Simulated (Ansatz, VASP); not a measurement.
**Two plane-wave programs on Zr4C**

INCAR

```
PREC = Accurate
ENCUT = 520
EDIFF = 1E-6
ISMEAR = 0
SIGMA = 0.1
LREAL = F
LASPH = T
NELM = 60
ALGO = Normal
ISIF = 2
LWAVE = F
LCHARG = F
GGA = PE
NBANDS = 34
```

The input KPOINTS:

```
regular mesh
0
Gamma
  4 4 4
```

Contents of POSCAR:

```
Zr4C
1.0
    0.0000000000      3.2649283000      3.2649283000
    3.2649283000      0.0000000000      3.2649283000
    3.2649283000      3.2649283000      0.0000000000
Zr C
4 1
Direct
    0.3662690900      0.3662690900      0.3662690900
    0.3662690900      0.3662690900      0.9011927400
    0.3662690900      0.9011927400      0.3662690900
    0.9011927400      0.3662690900      0.3662690900
    0.0000000000      0.0000000000      0.0000000000
```

Input for Ansatz:

```yaml
crystal:
  lattice:
    - [0.0, 3.2649283, 3.2649283]
    - [3.2649283, 0.0, 3.2649283]
    - [3.2649283, 3.2649283, 0.0]
  atoms:
    - { symbol: Zr, position: [0.36626909, 0.36626909, 0.36626909] }
    - { symbol: Zr, position: [0.36626909, 0.36626909, 0.90119274] }
    - { symbol: Zr, position: [0.36626909, 0.90119274, 0.36626909] }
    - { symbol: Zr, position: [0.90119274, 0.36626909, 0.36626909] }
    - { symbol: C, position: [0.0, 0.0, 0.0] }
basis:
  ecutwfc: 420
kpoints:
  mp_grid: { grid: [4, 4, 4] }
hamiltonian:
  xc: pbe
scf:
  occupations: { method: gaussian, width: 0.1 }
  lower_state_search: "off"
output:
  forces: true
  stress: true
  eigenvalues: true
```

Alike in both runs: task single point; functional PBE; k mesh 4 × 4 × 4; occupations gaussian, width 0.1 eV; no spin polarisation.

|  | VASP | Ansatz |
| --- | --- | --- |
| version | VASP 6.6.1 | Ansatz 0.2.0 |
| potentials or method | VASP PAW PBE potentials, release 64 (Zr_sv, C), cutoff 520 eV | scalar-relativistic, plane waves, PAW |
| valence electrons in the cell | 52 | 52 |

|  | VASP | Ansatz | Ansatz less VASP |
| --- | --- | --- | --- |
| gap on the k mesh at the Fermi level (eV) | none | none | - |
| rms of the force components (eV/Å) | 6.785 | 6.502 | -0.2825 |

Atom by atom the forces differ by 0.283 eV/Å (rms over components). A gap of «none» marks a metal or a gap that the smearing closes.

The k mesh is coarse, so the values compare programs but aren't converged.
